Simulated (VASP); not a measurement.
# ScAl3 (Pm-3m) in VASP: a series of runs

Runs on ScAl3. Level: PBEsol. Tasks: single point, relaxation of cell and atoms.

Everything below comes from runs of VASP 6.6.1. Logs are shortened: lines on timing, memory, paths and dates and some standing lists are left out, and cuts for length are marked.

## (1) The cell of the first run

Symmetry: Pm-3m, No. 221, cubic system. Conventional cell: a = 4.072 Å, b = 4.072 Å, c = 4.072 Å, α = 90.00°, β = 90.00°, γ = 90.00°. Within 3.8 Å of Al (site symmetry 4/mmm) lie 8 Al at 2.88 Å and 4 Sc at 2.88 Å. Sc (site symmetry m-3m) has 12 Al at 2.88 Å within 3.8 Å.

## (2) Single point, PBEsol

Input file INCAR:

```
ALGO     = Fast           # electronic algorithm
EDIFF    = 1E-6           # SCF threshold, eV
ENCUT    = 520            # plane-wave cutoff, eV
GGA      = PS             # functional
ISIF     = 2              # what is computed and relaxed
ISMEAR   = 0              # smearing method
LASPH    = T              # aspherical terms in the spheres
LCHARG   = T              # write CHGCAR
LELF     = T              # ELF
LREAL    = F              # projectors in reciprocal space
LVHAR    = T            
LWAVE    = F              # write WAVECAR
NBANDS   = 18             # bands
NELM     = 60             # most SCF steps
PREC     = Accurate       # precision mode
SIGMA    = 0.1            # smearing width, eV
```

Input file KPOINTS:

```
k-points
0
Gamma
  16 16 16
```

Input file POSCAR:

```
ScAl3
1.0
    4.0715795642      0.0000000000      0.0000000000
    0.0000000000      4.0715795642      0.0000000000
    0.0000000000      0.0000000000      4.0715795642
Al Sc
3 1
Direct
    0.0000000000      0.5000000000      0.5000000000
    0.5000000000      0.0000000000      0.5000000000
    0.5000000000      0.5000000000      0.0000000000
    0.0000000000      0.0000000000      0.0000000000
```

Potentials or basis: VASP PAW PBE potentials, release 64 (Al, Sc_sv).

The run is started by

```console
> cat potpaw_PBE.64/Al/POTCAR potpaw_PBE.64/Sc_sv/POTCAR > POTCAR
> mpirun -np 1 vasp_std > vasp.out
```

OUTCAR:

```text
EDIFF = 1E-6
   ENCUT = 520
   GGA = PS
   ISIF = 2
   ISMEAR = 0
   LASPH = T
   LREAL = F
   NELM = 60
   PREC = Accurate

 ion  position               nearest neighbor table
   1  0.000  0.500  0.500-   2 2.88   3 2.88   4 2.88   3 2.88   4 2.88   2 2.88   4 2.88   4 2.88
                             2 2.88   3 2.88   3 2.88   2 2.88
   2  0.500  0.000  0.500-   1 2.88   3 2.88   4 2.88   3 2.88   4 2.88   1 2.88   3 2.88   3 2.88
                             1 2.88   4 2.88   4 2.88   1 2.88
   3  0.500  0.500  0.000-   1 2.88   2 2.88   4 2.88   1 2.88   2 2.88   2 2.88   4 2.88   2 2.88
                             1 2.88   4 2.88   1 2.88   4 2.88
   4  0.000  0.000  0.000-   1 2.88   2 2.88   3 2.88   1 2.88   2 2.88   1 2.88   3 2.88   1 2.88
                             2 2.88   3 2.88   2 2.88   3 2.88

  LATTYP: Found a simple cubic cell.
 ALAT       =     4.0715795642

  Lattice vectors:

 A1 = (   4.0715795642,   0.0000000000,   0.0000000000)
 A2 = (   0.0000000000,   4.0715795642,   0.0000000000)
 A3 = (   0.0000000000,   0.0000000000,   4.0715795642)

Analysis of symmetry for initial positions (statically):
=====================================================================
 Subroutine PRICEL returns:
 Original cell was already a primitive cell.

 Routine SETGRP: Setting up the symmetry group for a
 simple cubic supercell.

 Subroutine GETGRP returns: Found 48 space group operations
 (whereof 48 operations were pure point group operations)
 out of a pool of 48 trial point group operations.

The static configuration has the point symmetry O_h .

Analysis of symmetry for dynamics (positions and initial velocities):
=====================================================================
 Subroutine PRICEL returns:
 Original cell was already a primitive cell.

 Routine SETGRP: Setting up the symmetry group for a
 simple cubic supercell.

 Subroutine GETGRP returns: Found 48 space group operations
 (whereof 48 operations were pure point group operations)
 out of a pool of 48 trial point group operations.

The dynamic configuration has the point symmetry O_h .

 Subroutine INISYM returns: Found 48 space group operations
 (whereof 48 operations are pure point group operations),
 and found     1 'primitive' translations

----------------------------------------------------------------------------------------

                                     Primitive cell

  volume of cell :      67.4977

  direct lattice vectors                    reciprocal lattice vectors
     4.071579564  0.000000000  0.000000000     0.245604927  0.000000000  0.000000000
     0.000000000  4.071579564  0.000000000     0.000000000  0.245604927  0.000000000
     0.000000000  0.000000000  4.071579564     0.000000000  0.000000000  0.245604927

  length of vectors
     4.071579564  4.071579564  4.071579564     0.245604927  0.245604927  0.245604927

  position of ions in fractional coordinates (direct lattice)
     0.000000000  0.500000000  0.500000000
     0.500000000  0.000000000  0.500000000
     0.500000000  0.500000000  0.000000000
     0.000000000  0.000000000  0.000000000

  ion indices of the primitive-cell ions
   primitive index   ion index
                 1           1
                 2           2
                 3           3
                 4           4

----------------------------------------------------------------------------------------

 KPOINTS: k-points

Automatic generation of k-mesh.
 Grid dimensions read from file:
 generate k-points for:   16   16   16

 Generating k-lattice:

  Cartesian coordinates                     Fractional coordinates (reciprocal lattice)
     0.015350308  0.000000000  0.000000000     0.062500000  0.000000000  0.000000000
     0.000000000  0.015350308  0.000000000     0.000000000  0.062500000  0.000000000
     0.000000000  0.000000000  0.015350308     0.000000000  0.000000000  0.062500000

  Length of vectors
     0.015350308  0.015350308  0.015350308

  Shift w.r.t. Gamma in fractional coordinates (k-lattice)
     0.000000000  0.000000000  0.000000000

 Subroutine IBZKPT returns following result:
 ===========================================

 Found    165 irreducible k-points:

 Following reciprocal coordinates:
            Coordinates               Weight
  0.000000  0.000000  0.000000      1.000000
  0.062500  0.000000  0.000000      6.000000
  0.125000  0.000000  0.000000      6.000000
  0.187500  0.000000  0.000000      6.000000
  0.250000  0.000000  0.000000      6.000000
  0.312500  0.000000  0.000000      6.000000
[... 16 lines left out ...]
  0.437500  0.125000  0.000000     24.000000
  0.500000  0.125000  0.000000     12.000000
 [... further k-points ...]
   k-points           NKPTS =    165   k-points in BZ     NKDIM =    165   number of bands    NBANDS=     18
   number of dos      NEDOS =    301   number of ions     NIONS =      4
   total plane-waves  NPLWV =  27000
   dimension x,y,z NGX =    30 NGY =   30 NGZ =   30
   dimension x,y,z NGXF=    60 NGYF=   60 NGZF=   60
   ions per type =               3   1
   NGX,Y,Z   is equivalent  to a cutoff of  12.25, 12.25, 12.25 a.u.
   NGXF,Y,Z  is equivalent  to a cutoff of  24.50, 24.50, 24.50 a.u.
 SYSTEM =  unknown system
   PREC   = accura    normal or accurate (medium, high low for compatibility)
   ISTART =      0    job   : 0-new  1-cont  2-samecut
   ICHARG =      2    charge: 1-file 2-atom 10-const
   ISPIN  =      1    spin polarized calculation?
   LNONCOLLINEAR =      F non collinear calculations
   LSORBIT =      F    spin-orbit coupling
   LASPH  =      T    aspherical Exc in radial PAW
   ENCUT  =  520.0 eV  38.22 Ry    6.18 a.u.   7.57  7.57  7.57*2*pi/ulx,y,z
   NELM   =     60;   NELMIN=  2; NELMDL= -5     # of ELM steps
   EDIFF  = 0.1E-05   stopping-criterion for ELM
   LREAL  =      F    real-space projection
   EDIFFG = 0.1E-04   stopping-criterion for IOM
   NSW    =      0    number of steps for IOM
   IBRION =     -1    ionic relax: 0-MD 1-quasi-New 2-CG
   NFREE  =      0    steps in history (QN), initial steepest desc. (CG)
   ISIF   =      2    stress and relaxation
   ISYM   =      2    0-nonsym 1-usesym 2-fastsym
   POTIM  = 0.5000    time-step for ionic-motion
   TEBEG  =    0.0;   TEEND  =   0.0 temperature during run
   PSTRESS=    0.0 pullay stress
   NELECT =      20.0000    total number of electrons
   NUPDOWN=      -1.0000    fix difference up-down
   EMIN   =  10.00;   EMAX   =-10.00  energy-range for DOS
   EFERMI =   0.00;   METHOD = LEGACY
   ISMEAR =     0;   SIGMA  =   0.10  broadening in eV -4-tet -1-fermi 0-gaus
   EFERMI_NEDOS =   21; number of points for ismear=-14 and -15
   IALGO  =     68    algorithm
   IMIX   =      4    mixing-type and parameters
     AMIX     =   0.40;   BMIX     =  1.00
     AMIX_MAG =   1.60;   BMIX_MAG =  1.00
  volume/ion in A,a.u.               =      16.87       113.87
  Fermi-wavevector in a.u.,A,eV,Ry     =   1.091412  2.062469 16.206978  1.191179
  Thomas-Fermi vector in A             =   2.227656
   LORBIT       =      0    0 simple, 1 ext, 2 COOP (PROOUT), +10 PAW based schemes
   GGA     = PS    functional components
   LHFCALC =     F    Hartree Fock is set to
   AEXX    =    0.0000 exact exchange contribution
   IVDW    =     0    specifies the selected vdW correction
   LEPSILON=     F    determine dielectric tensor
   LRPA    =     F    only Hartree local field effects (RPA)
 non-spin polarized calculation
 RMM-DIIS sequential band-by-band and
 Gauss-broadening in eV      SIGMA  =   0.10
  energy-cutoff  :      520.00
  volume of cell :       67.50
 maximum number of plane-waves:      1856
   NGX = 15   NGY = 15   NGZ = 15

 number of electron      19.9999997 magnetization

 Free energy of the ion-electron system (eV)
  ---------------------------------------------------
  ext. energy  EPLUGINS =         0.00000000
  ---------------------------------------------------
  free energy    TOTEN  =       -20.76806385 eV

  energy without entropy =      -20.76220417  energy(sigma->0) =      -20.76513401

 E-fermi :   7.3118     XC(G=0): -10.5457

 val. band max:        7.3006162882   @ k =   0.2500   0.1250   0.1250
 cond. band min:       7.3210951119   @ k =   0.2500   0.2500   0.0625
 fundamental gap:      0.0204788237
 Fermi energy:         7.3118481565

 k-point     1 :       0.0000    0.0000    0.0000
  band No.  band energies     occupation
      1     -41.3992      2.00000
      2     -20.2023      2.00000
      3     -20.2023      2.00000
      4     -20.2023      2.00000
      5      -2.7744      2.00000
      6       4.6684      2.00000
[... 10 lines left out ...]
     17      12.6746      0.00000
     18      12.6746      0.00000

 k-point     2 :       0.0625    0.0000    0.0000
  band No.  band energies     occupation
      1     -41.3992      2.00000
      2     -20.2037      2.00000
      3     -20.2022      2.00000
      4     -20.2022      2.00000
      5      -2.7379      2.00000
      6       4.2914      2.00000
[... 10 lines left out ...]
     17      12.7116      0.00000
     18      12.7120      0.00000

 k-point     3 :       0.1250    0.0000    0.0000
  band No.  band energies     occupation
      1     -41.3990      2.00000
      2     -20.2075      2.00000
      3     -20.2019      2.00000
      4     -20.2019      2.00000
      5      -2.6288      2.00000
      6       3.6188      2.00000
[... 10 lines left out ...]
     17      12.7644      0.00000
     18      12.7649      0.00000

 k-point     4 :       0.1875    0.0000    0.0000
  band No.  band energies     occupation
      1     -41.3988      2.00000
      2     -20.2132      2.00000
      3     -20.2015      2.00000
      4     -20.2015      2.00000
      5      -2.4485      2.00000
      6       2.8894      2.00000
[... 10 lines left out ...]
     17      12.6631      0.00000
     18      12.6634      0.00000

 k-point     5 :       0.2500    0.0000    0.0000
  band No.  band energies     occupation
      1     -41.3985      2.00000
      2     -20.2200      2.00000
      3     -20.2009      2.00000
      4     -20.2009      2.00000
      5      -2.1995      2.00000
      6       2.1611      2.00000
[... 10 lines left out ...]
     17      12.3521      0.00000
     18      13.3576      0.00000

 k-point     6 :       0.3125    0.0000    0.0000
  band No.  band energies     occupation
      1     -41.3982      2.00000
      2     -20.2267      2.00000
      3     -20.2004      2.00000
      4     -20.2004      2.00000
      5      -1.8862      2.00000
      6       1.4616      2.00000
[... 307 lines left out ...]
 k-point    21 :       0.3125    0.1250    0.0000
  band No.  band energies     occupation
      1     -41.3980      2.00000
      2     -20.2261      2.00000
      3     -20.2054      2.00000
      4     -20.2000      2.00000
      5      -1.7499      2.00000
      6       1.5839      2.00000
[... 10 lines left out ...]
     17      11.8233      0.00000
     18      13.3796      0.00000

 k-point    22 :       0.3750    0.1250    0.0000
  band No.  band energies     occupation
      1     -41.3978      2.00000
      2     -20.2317      2.00000
      3     -20.2049      2.00000
      4     -20.1996      2.00000
      5      -1.3861      2.00000
      6       0.9404      2.00000
[... 10 lines left out ...]
     17      11.7563      0.00000
     18      13.1985      0.00000

 k-point    23 :       0.4375    0.1250    0.0000
  band No.  band energies     occupation
      1     -41.3977      2.00000
      2     -20.2355      2.00000
      3     -20.2045      2.00000
      4     -20.1993      2.00000
      5      -0.9999      2.00000
      6       0.3842      2.00000
[... 10 lines left out ...]
     17      11.6545      0.00000
     18      13.0904      0.00000

 k-point    24 :       0.5000    0.1250    0.0000
  band No.  band energies     occupation
      1     -41.3976      2.00000
      2     -20.2368      2.00000
      3     -20.2044      2.00000
      4     -20.1992      2.00000
      5      -0.7659      2.00000
      6       0.0932      2.00000
[... 10 lines left out ...]
     17      11.6007      0.00000
     18      13.0623      0.00000

 [... further k-points ...]

------------------------ aborting loop because EDIFF is reached ----------------------------------------

  FORCE on cell =-STRESS in cart. coord.  units (eV):
  Direction    XX          YY          ZZ          XY          YZ          ZX
  --------------------------------------------------------------------------------------
  -------------------------------------------------------------------------------------
  Total        0.0638883      0.0638883      0.0638883      0.0000000      0.0000000      0.0000000
  in kB        1.5165036      1.5165036      1.5165036      0.0000000      0.0000000      0.0000000
  external PRESSURE =       1.5165036 kB  Pullay stress =       0.0000000 kB

 VOLUME and BASIS-vectors are now :
 -----------------------------------------------------------------------------
  energy-cutoff  :      520.00
  volume of cell :       67.50
      direct lattice vectors                 reciprocal lattice vectors
     4.071579564  0.000000000  0.000000000     0.245604927  0.000000000  0.000000000
     0.000000000  4.071579564  0.000000000     0.000000000  0.245604927  0.000000000
     0.000000000  0.000000000  4.071579564     0.000000000  0.000000000  0.245604927

 POSITION                                       TOTAL-FORCE (eV/Angst)
 -----------------------------------------------------------------------------------
      0.00000      2.03579      2.03579         0.000000      0.000000      0.000000
      2.03579      0.00000      2.03579         0.000000      0.000000      0.000000
      2.03579      2.03579      0.00000         0.000000      0.000000      0.000000
      0.00000      0.00000      0.00000         0.000000      0.000000      0.000000
 -----------------------------------------------------------------------------------
    total drift:                                0.000000     -0.000000      0.000000

  FREE ENERGIE OF THE ION-ELECTRON SYSTEM (eV)
  ---------------------------------------------------
  free  energy   TOTEN  =       -20.7680638482 eV

  energy  without entropy=      -20.7622041709  energy(sigma->0) =      -20.76513401
```

It took 92 s on 1 thread of AMD EPYC 9R45 (Zen 5), shared host; peak memory 0.27 GiB.

What came out:

* Free energy: -20.7681 eV
* Pressure: 0.2 GPa
* Band gap on the k mesh: zero (bands 10 and 11 overlap by 3.98 eV)

Caveat: the PAW data sets were made with another functional, which shifts forces and pressure a little.

[end of part 1 of 2]

The gap in the log of VASP goes by the Fermi energy; the results here count the filled bands.